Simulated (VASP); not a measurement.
A run of VASP 6.6.1 is set up as follows.

The input INCAR:

```
SYSTEM = Cd
PREC = Accurate ; ENCUT = 520
EDIFF = 1E-7 ; ISMEAR = 0
SIGMA = 0.15 ; LREAL = .FALSE.
LASPH = .TRUE. ; NELM = 60
ALGO = Normal ; ISIF = 2
LWAVE = .FALSE. ; LCHARG = .FALSE.
GGA = PS ; NBANDS = 12
```

Contents of KPOINTS:

```
regular mesh
0
G
  18 18 18
  0 0 0
```

File POSCAR:

```
Cd
1.0
    0.0000000000      2.1516052575      2.2846942425
    2.1516052575      0.0000000000      2.2846942425
    2.1516052575      2.1516052575      0.0000000000
Cd
1
Direct
    0.0000000000      0.0000000000      0.0000000000
```

Potentials or basis: VASP PAW PBE potentials, release 64 (Cd).

Launch:

```bash
$ cat potpaw_PBE.64/Cd/POTCAR > POTCAR
$ mpirun -np 1 vasp_std > vasp.out
```

Problem. Predict the pressure.

Solution. -0.1 GPa.

Problem. What does it give for the band gap on the k mesh?

Solution. Zero (bands 6 and 7 overlap by 3.19 eV).

Stress tensor (GPa, compression positive):
```
 0.90  0.00  0.00
 0.00  0.90  0.00
 0.00  0.00 -1.96
```

Caveat: the cell differs from its parent crystal (strain -0.030 along x and y, +0.030 along z); the PAW data sets were made with another functional, which shifts forces and pressure a little.
